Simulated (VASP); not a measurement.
**SiC: single point with r2SCAN**

The system is SiC.

```
Si C
1.0
     0.00000    2.28173    2.28173
     2.28173    0.00000    2.28173
     2.28173    2.28173    0.00000
Si C
1 1
Direct
  0.00000 0.00000 0.00000
  0.25000 0.25000 0.25000
```

This cell differs from its parent crystal: strain +4.8%.

| Property | Result |
| --- | --- |
| Program | VASP 6.6.1 |
| Task | single point |
| Functional | r2SCAN |
| Potentials or basis | VASP PAW PBE potentials, release 64 (Si, C) |
| Cutoff | 520 eV |
| k mesh | 10 × 10 × 10 |
| Occupations | gaussian, width 0.01 eV |
| Spin | no spin polarisation |

The pressure is -24.1 GPa and the band gap on the k mesh is 1.80 eV, indirect (least direct gap 4.86 eV).

Levels at points of the mesh, in eV from the valence-band top:
| k point | band 1 | band 2 | band 3 | band 4 | band 5 | band 6 | band 7 | band 8 |
| --- | --- | --- | --- | --- | --- | --- | --- | --- |
| (0.00, 0.00, 0.00) | -15.12 | 0.00 | 0.00 | 0.00 | 5.12 | 6.88 | 6.88 | 6.88 |
| (0.50, 0.00, 0.00) | -11.98 | -8.10 | -1.07 | -1.07 | 4.70 | 7.16 | 7.16 | 10.11 |
| (0.50, 0.50, 0.00) | -10.66 | -7.65 | -3.06 | -3.06 | 1.80 | 4.30 | 13.45 | 13.45 |

Wall time 16 s on 1 thread of Intel(R) Xeon(R) 6975P-C (Granite Rapids) (shared host), peak memory 0.14 GiB.

Caveat: the cell differs from its parent crystal (strain +4.8%); the PAW data sets were made with another functional, which shifts forces and pressure a little. A k mesh can miss the band edges.
